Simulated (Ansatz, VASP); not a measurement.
One calculation of Sn5PbSe6, two programs

```
Sn Pb Se
1.0
     4.30422    0.00000    0.00000
     0.00000    4.30422    0.00000
     0.00000    0.00000   18.26542
Sn Pb Se
5 1 6
Direct
  0.00000 0.00000 0.66572
  0.50000 0.50000 0.83201
  0.50000 0.50000 0.16799
  0.00000 0.00000 0.33428
  0.50000 0.50000 0.50000
  0.00000 0.00000 0.00000
  0.00000 0.00000 0.83008
  0.50000 0.50000 0.00000
  0.00000 0.00000 0.16992
  0.50000 0.50000 0.33377
  0.00000 0.00000 0.50000
  0.50000 0.50000 0.66623
```

Alike in both runs: functional PBE; k mesh 8 × 8 × 2; occupations gaussian, width 0.02 eV; no spin polarisation.

Ansatz relaxed the structure, and its values are those at the end. VASP's run is a single point on that final structure, the one shown.

|  | VASP | Ansatz |
| --- | --- | --- |
| version | VASP 6.6.1 | Ansatz 0.2.0 |
| potentials or method | VASP PAW PBE potentials, release 64 (Sn_d, Pb_d, Se), cutoff 500 eV | scalar-relativistic, plane waves, PAW |
| valence electrons in the cell | 120 | 180 |

```tsv
	VASP	Ansatz	Ansatz less VASP
gap on the k mesh at the Fermi level (eV)	0.25	0.25	0.000
least direct gap on the mesh (eV)	0.25	0.25	0.000
pressure (GPa)	0.0	0.0	+0.01
```

With one functional, cell and mesh, what is left measures potentials, basis and numerics. VASP's potentials hold 120 valence electrons a cell and Ansatz's 180, so a difference there can come from the potentials and not from the codes.

Spin-orbit coupling is off throughout.
